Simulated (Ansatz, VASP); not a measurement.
# Pt in VASP and in Ansatz

Contents of INCAR:

```
PREC = Accurate ; ENCUT = 520
EDIFF = 1E-6 ; ISMEAR = 0
SIGMA = 0.15 ; LREAL = False
LASPH = True ; NELM = 80
ALGO = Fast ; ISIF = 2
LWAVE = False ; LCHARG = False
GGA = PE ; NBANDS = 11
```

File KPOINTS:

```
Automatic mesh
0
Gamma
  20 20 20
```

Contents of POSCAR:

```
Pt
1.0
    0.0513948750      1.9579000000      1.9579000000
    1.9579000000      0.0513948750      1.9579000000
    2.0092948750      2.0092948750      0.0000000000
Pt
1
Direct
    0.0000000000      0.0000000000      0.0000000000
```

Input for Ansatz:

```yaml
crystal:
  lattice:
    - [0.051394875, 1.9579, 1.9579]
    - [1.9579, 0.051394875, 1.9579]
    - [2.009294875, 2.009294875, 0.0]
  atoms:
    - { symbol: Pt, position: [0.0, 0.0, 0.0] }
basis:
  ecutwfc: 420
kpoints:
  mp_grid: { grid: [20, 20, 20] }
hamiltonian:
  xc: pbe
scf:
  occupations: { method: gaussian, width: 0.15 }
output:
  forces: true
  stress: true
  eigenvalues: true
```

Change from the starting cell: strain +0.0525 x Voigt [0, 0, 0, 0, 0, 1], atoms carried along.

Alike in both runs: task single point; functional PBE; k mesh 20 × 20 × 20; occupations gaussian, width 0.15 eV; no spin polarisation.

|  | VASP | Ansatz |
| --- | --- | --- |
| version | VASP 6.6.1 | Ansatz 0.2.0 |
| potentials or method | VASP PAW PBE potentials, release 64 (Pt), cutoff 520 eV | scalar-relativistic, plane waves, PAW |
| valence electrons in the cell | 10 | 18 |

|  | VASP | Ansatz | Ansatz less VASP |
| --- | --- | --- | --- |
| gap on the k mesh at the Fermi level (eV) | none | none | - |
| pressure (GPa) | 11.8 | 12.4 | +0.56 |
| traceless stress, the component that is largest in VASP (GPa) | -4.83 | -4.83 | +0.008 |

A gap of «none» marks a metal or a gap that the smearing closes. VASP's potentials hold 10 valence electrons a cell and Ansatz's 18, so a difference there can come from the potentials and not from the codes.

Neither program's run includes spin-orbit coupling.
